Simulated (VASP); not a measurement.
# Co (Pm-3m) in VASP: notebook

Runs on Co. Level: PBEsol. Tasks: relaxation of cell and atoms, single point.

Everything below comes from runs of VASP 6.6.1. Logs are shortened: lines on timing, memory, paths and dates and some standing lists are left out, and cuts for length are marked.

### Step 1. The cell of the first run

The structure is cubic, space group Pm-3m (No. 221). The conventional cell has a = 2.287 Å, b = 2.287 Å, c = 2.287 Å, α = 90.00°, β = 90.00°, γ = 90.00°. Co (site symmetry m-3m) has 6 Co at 2.29 Å within 3.0 Å.

This isn't the form of Co at room conditions, which is hcp.

### Step 2. Relaxation of cell and atoms, PBEsol

The input, INCAR:

```
ALGO = Normal ; EDIFF = 1E-7
EDIFFG = -0.01 ; ENCUT = 690
GGA = PS ; GGA_COMPAT = F
IBRION = 2 ; ISIF = 3
ISMEAR = -1 ; LASPH = T
LCHARG = F ; LREAL = F
LWAVE = F ; NELM = 120
NELMIN = 4 ; NSW = 80
PREC = Accurate ; SIGMA = 0.1
```

The input, KPOINTS:

```
k-points
0
Gamma
  14 14 14
```

The input, POSCAR:

```
Co
1.0
    2.2868488050      0.0000000000      0.0000000000
    0.0000000000      2.2868488050      0.0000000000
    0.0000000000      0.0000000000      2.2868488050
Co
1
Direct
    0.0000000000      0.0000000000      0.0000000000
```

Potentials or basis: VASP PAW PBE potentials, release 64 (Co_sv).

On the command line:

```console
$ cat potpaw_PBE.64/Co_sv/POTCAR > POTCAR
$ mpirun -np 1 vasp_std > vasp.out
```

OUTCAR:

```text
EDIFF = 1E-7
   EDIFFG = -0.01
   ENCUT = 690
   GGA = PS
   IBRION = 2
   ISIF = 3
   ISMEAR = -1
   LASPH = T
   LREAL = F
   NELM = 120
   NELMIN = 4
   NSW = 80
   PREC = Accurate

 ion  position               nearest neighbor table
   1  0.000  0.000  0.000-

  LATTYP: Found a simple cubic cell.
 ALAT       =     2.2868488050

  Lattice vectors:

 A1 = (   2.2868488050,   0.0000000000,   0.0000000000)
 A2 = (   0.0000000000,   2.2868488050,   0.0000000000)
 A3 = (   0.0000000000,   0.0000000000,   2.2868488050)

Analysis of symmetry for initial positions (statically):
=====================================================================
 Subroutine PRICEL returns:
 Original cell was already a primitive cell.

 Routine SETGRP: Setting up the symmetry group for a
 simple cubic supercell.

 Subroutine GETGRP returns: Found 48 space group operations
 (whereof 48 operations were pure point group operations)
 out of a pool of 48 trial point group operations.

The static configuration has the point symmetry O_h .

Analysis of symmetry for dynamics (positions and initial velocities):
=====================================================================
 Subroutine PRICEL returns:
 Original cell was already a primitive cell.

 Routine SETGRP: Setting up the symmetry group for a
 simple cubic supercell.

 Subroutine GETGRP returns: Found 48 space group operations
 (whereof 48 operations were pure point group operations)
 out of a pool of 48 trial point group operations.

The dynamic configuration has the point symmetry O_h .

 Subroutine INISYM returns: Found 48 space group operations
 (whereof 48 operations are pure point group operations),
 and found     1 'primitive' translations

----------------------------------------------------------------------------------------

                                     Primitive cell

  volume of cell :      11.9595

  direct lattice vectors                    reciprocal lattice vectors
     2.286848805  0.000000000  0.000000000     0.437282954  0.000000000  0.000000000
     0.000000000  2.286848805  0.000000000     0.000000000  0.437282954  0.000000000
     0.000000000  0.000000000  2.286848805     0.000000000  0.000000000  0.437282954

  length of vectors
     2.286848805  2.286848805  2.286848805     0.437282954  0.437282954  0.437282954

  position of ions in fractional coordinates (direct lattice)
     0.000000000  0.000000000  0.000000000

  ion indices of the primitive-cell ions
   primitive index   ion index
                 1           1

----------------------------------------------------------------------------------------

 KPOINTS: k-points

Automatic generation of k-mesh.
 Grid dimensions read from file:
 generate k-points for:   14   14   14

 Generating k-lattice:

  Cartesian coordinates                     Fractional coordinates (reciprocal lattice)
     0.031234497  0.000000000  0.000000000     0.071428571  0.000000000  0.000000000
     0.000000000  0.031234497  0.000000000     0.000000000  0.071428571  0.000000000
     0.000000000  0.000000000  0.031234497     0.000000000  0.000000000  0.071428571

  Length of vectors
     0.031234497  0.031234497  0.031234497

  Shift w.r.t. Gamma in fractional coordinates (k-lattice)
     0.000000000  0.000000000  0.000000000

 Subroutine IBZKPT returns following result:
 ===========================================

 Found    120 irreducible k-points:

 Following reciprocal coordinates:
            Coordinates               Weight
  0.000000  0.000000  0.000000      1.000000
  0.071429  0.000000  0.000000      6.000000
  0.142857  0.000000  0.000000      6.000000
  0.214286  0.000000  0.000000      6.000000
  0.285714  0.000000  0.000000      6.000000
  0.357143  0.000000  0.000000      6.000000
[... 16 lines left out ...]
  0.285714  0.214286  0.000000     24.000000
  0.357143  0.214286  0.000000     24.000000
 [... further k-points ...]
   k-points           NKPTS =    120   k-points in BZ     NKDIM =    120   number of bands    NBANDS=     12
   number of dos      NEDOS =    301   number of ions     NIONS =      1
   total plane-waves  NPLWV =   8000
   dimension x,y,z NGX =    20 NGY =   20 NGZ =   20
   dimension x,y,z NGXF=    40 NGYF=   40 NGZF=   40
   ions per type =               1
   NGX,Y,Z   is equivalent  to a cutoff of  14.54, 14.54, 14.54 a.u.
   NGXF,Y,Z  is equivalent  to a cutoff of  29.08, 29.08, 29.08 a.u.
 SYSTEM =  unknown system
   PREC   = accura    normal or accurate (medium, high low for compatibility)
   ISTART =      0    job   : 0-new  1-cont  2-samecut
   ICHARG =      2    charge: 1-file 2-atom 10-const
   ISPIN  =      1    spin polarized calculation?
   LNONCOLLINEAR =      F non collinear calculations
   LSORBIT =      F    spin-orbit coupling
   LASPH  =      T    aspherical Exc in radial PAW
   ENCUT  =  690.0 eV  50.71 Ry    7.12 a.u.   4.90  4.90  4.90*2*pi/ulx,y,z
   NELM   =    120;   NELMIN=  4; NELMDL= -5     # of ELM steps
   EDIFF  = 0.1E-06   stopping-criterion for ELM
   LREAL  =      F    real-space projection
   EDIFFG = -.1E-01   stopping-criterion for IOM
   NSW    =     80    number of steps for IOM
   IBRION =      2    ionic relax: 0-MD 1-quasi-New 2-CG
   NFREE  =      1    steps in history (QN), initial steepest desc. (CG)
   ISIF   =      3    stress and relaxation
   ISYM   =      2    0-nonsym 1-usesym 2-fastsym
   POTIM  = 0.5000    time-step for ionic-motion
   TEBEG  =    0.0;   TEEND  =   0.0 temperature during run
   PSTRESS=    0.0 pullay stress
   NELECT =      17.0000    total number of electrons
   NUPDOWN=      -1.0000    fix difference up-down
   EMIN   =  10.00;   EMAX   =-10.00  energy-range for DOS
   EFERMI =   0.00;   METHOD = LEGACY
   ISMEAR =    -1;   SIGMA  =   0.10  broadening in eV -4-tet -1-fermi 0-gaus
   EFERMI_NEDOS =   21; number of points for ismear=-14 and -15
   IALGO  =     38    algorithm
   IMIX   =      4    mixing-type and parameters
     AMIX     =   0.40;   BMIX     =  1.00
     AMIX_MAG =   1.60;   BMIX_MAG =  1.00
  volume/ion in A,a.u.               =      11.96        80.71
  Fermi-wavevector in a.u.,A,eV,Ry     =   1.840717  3.478451 46.099790  3.388239
  Thomas-Fermi vector in A             =   2.892993
   LORBIT       =      0    0 simple, 1 ext, 2 COOP (PROOUT), +10 PAW based schemes
   GGA     = PS    functional components
   LHFCALC =     F    Hartree Fock is set to
   AEXX    =    0.0000 exact exchange contribution
   IVDW    =     0    specifies the selected vdW correction
   LEPSILON=     F    determine dielectric tensor
   LRPA    =     F    only Hartree local field effects (RPA)
 conjugate gradient relaxation of ions
 non-spin polarized calculation
  energy-cutoff  :      690.00
  volume of cell :       11.96
 maximum number of plane-waves:       508
 NGX is ok and might be reduce to    20
   NGX =  9   NGY =  9   NGZ =  9

--------------------------------------- Ionic step        1  -------------------------------------------

 number of electron      17.0000029 magnetization

 Free energy of the ion-electron system (eV)
  ---------------------------------------------------
  ext. energy  EPLUGINS =         0.00000000
  ---------------------------------------------------
  free energy    TOTEN  =        -6.77053617 eV

  energy without entropy =       -6.67728675  energy(sigma->0) =       -6.72391146

------------------------ aborting loop because EDIFF is reached ----------------------------------------

  FORCE on cell =-STRESS in cart. coord.  units (eV):
  Direction    XX          YY          ZZ          XY          YZ          ZX
  --------------------------------------------------------------------------------------
  -------------------------------------------------------------------------------------
  Total       -0.7493315     -0.7493315     -0.7493315      0.0000000      0.0000000     -0.0000000
  in kB     -100.3857908   -100.3857908   -100.3857908      0.0000000      0.0000000     -0.0000000
  external PRESSURE =    -100.3857908 kB  Pullay stress =       0.0000000 kB

 VOLUME and BASIS-vectors are now :
 -----------------------------------------------------------------------------
  energy-cutoff  :      690.00
  volume of cell :       11.96
      direct lattice vectors                 reciprocal lattice vectors
     2.286848805  0.000000000  0.000000000     0.437282954  0.000000000  0.000000000
     0.000000000  2.286848805  0.000000000     0.000000000  0.437282954  0.000000000
     0.000000000  0.000000000  2.286848805     0.000000000  0.000000000  0.437282954
[... 36 lines left out ...]
 POSITION                                       TOTAL-FORCE (eV/Angst)
 -----------------------------------------------------------------------------------
      0.00000      0.00000      0.00000        -0.000000     -0.000000      0.000000
 -----------------------------------------------------------------------------------
    total drift:                               -0.000000      0.000000      0.000000

  FREE ENERGIE OF THE ION-ELECTRON SYSTEM (eV)
  ---------------------------------------------------
  free  energy   TOTEN  =        -6.7631329482 eV

  energy  without entropy=       -6.6831747233  energy(sigma->0) =       -6.72315384

--------------------------------------- Ionic step        3  -------------------------------------------

 number of electron      17.0000031 magnetization

 Free energy of the ion-electron system (eV)
  ---------------------------------------------------
  ext. energy  EPLUGINS =         0.00000000
  ---------------------------------------------------
  free energy    TOTEN  =        -6.79045602 eV

  energy without entropy =       -6.70357762  energy(sigma->0) =       -6.74701682

 E-fermi :  11.1175     XC(G=0): -13.7060

 val. band max:       11.1107831953   @ k =   0.3571   0.2143   0.0714
 cond. band min:      11.1296933676   @ k =   0.2857   0.2143   0.0714
 fundamental gap:      0.0189101723
 Fermi energy:        11.1175028767

 k-point     1 :       0.0000    0.0000    0.0000
  band No.  band energies     occupation
      1     -83.5930      2.00000
      2     -46.7396      2.00000
      3     -46.7396      2.00000
      4     -46.7396      2.00000
      5       2.5111      2.00000
      6       7.2502      2.00000
      7       7.2502      2.00000
      8      11.6463      0.01005
      9      11.6463      0.01005
     10      11.6463      0.01005
     11      31.8181      0.00000
     12      31.8181      0.00000

 k-point     2 :       0.0714    0.0000    0.0000
  band No.  band energies     occupation
      1     -83.5897      2.00000
      2     -46.7646      2.00000
      3     -46.7377      2.00000
      4     -46.7377      2.00000
      5       2.6762      2.00000
      6       7.2778      2.00000
      7       7.3395      2.00000
      8      11.5674      0.02200
      9      11.5674      0.02200
     10      11.6525      0.00945
     11      29.9164      0.00000
     12      32.0489      0.00000
[... 316 lines left out ...]
 k-point    24 :       0.3571    0.2143    0.0000
  band No.  band energies     occupation
      1     -83.5128      2.00000
      2     -47.1193      2.00000
      3     -46.8929      2.00000
      4     -46.6898      2.00000
      5       6.6827      2.00000
      6       8.0337      2.00000
      7       9.1173      2.00000
      8      10.5615      1.99233
      9      11.1799      0.69790
     10      11.2223      0.51921
     11      19.5386      0.00000
     12      27.8251      0.00000

 [... further k-points ...]

------------------------ aborting loop because EDIFF is reached ----------------------------------------

  FORCE on cell =-STRESS in cart. coord.  units (eV):
  Direction    XX          YY          ZZ          XY          YZ          ZX
  --------------------------------------------------------------------------------------
  -------------------------------------------------------------------------------------
  Total       -0.0073158     -0.0073158     -0.0073158      0.0000000      0.0000000     -0.0000000
  in kB       -1.0318630     -1.0318630     -1.0318630      0.0000000      0.0000000     -0.0000000
  external PRESSURE =      -1.0318630 kB  Pullay stress =       0.0000000 kB

 VOLUME and BASIS-vectors are now :
 -----------------------------------------------------------------------------
  energy-cutoff  :      690.00
  volume of cell :       11.36
      direct lattice vectors                 reciprocal lattice vectors
     2.247935315  0.000000000 -0.000000000     0.444852658 -0.000000000 -0.000000000
     0.000000000  2.247935315 -0.000000000    -0.000000000  0.444852658 -0.000000000
     0.000000000  0.000000000  2.247935315     0.000000000  0.000000000  0.444852658

 POSITION                                       TOTAL-FORCE (eV/Angst)
 -----------------------------------------------------------------------------------
      0.00000      0.00000      0.00000         0.000000      0.000000      0.000000
 -----------------------------------------------------------------------------------
    total drift:                                0.000000      0.000000      0.000000

  FREE ENERGIE OF THE ION-ELECTRON SYSTEM (eV)
  ---------------------------------------------------
  free  energy   TOTEN  =        -6.7904560217 eV

  energy  without entropy=       -6.7035776174  energy(sigma->0) =       -6.74701682

 reached required accuracy - stopping structural energy minimisation
```

It took 30 s on 1 thread of Intel Xeon Platinum 8488C (Sapphire Rapids), shared host; peak memory 0.15 GiB.

What came out:

- Free energy: -6.7905 eV
- Relaxed volume: 11.36 Å³/atom
- Relaxed cell: a = 2.248 Å, b = 2.248 Å, c = 2.248 Å, α = 90.00°, β = 90.00°, γ = 90.00°
- Space group after relaxing (to 0.1 Å): Pm-3m (No. 221)
- Energy gained by relaxing: 19.9 meV/atom
- Ionic steps: 3
- Pressure after relaxing: -0.1 GPa
- Band gap on the k mesh: zero (an odd number of electrons rules out a gap without spin polarisation)

The path:
```csv
step,energy change (eV),largest force (eV/Å),pressure (GPa),volume (Å³)
1,0.0000,0.0000,-10.04,11.96
2,0.0074,0.0000,14.36,10.71
3,-0.0199,0.0000,-0.10,11.36
```

Final structure:
```cif
data_structure
_symmetry_space_group_name_H-M 'P 1'
_symmetry_Int_Tables_number 1
_cell_length_a 2.2479
_cell_length_b 2.2479
_cell_length_c 2.2479
_cell_angle_alpha 90.000
_cell_angle_beta 90.000
_cell_angle_gamma 90.000
_cell_volume 11.36
loop_
_atom_site_label
_atom_site_type_symbol
_atom_site_fract_x
_atom_site_fract_y
_atom_site_fract_z
_atom_site_occupancy
Co1 Co 0.00000 0.00000 0.00000 1
```

Caveat: the PAW data sets were made with another functional, which shifts forces and pressure a little; the run has no spin polarisation, though such a crystal can be magnetic. Spin polarisation is off, so any magnetic state and its effect on volume and gap are missing.

(Continued in part 2 of 2.)
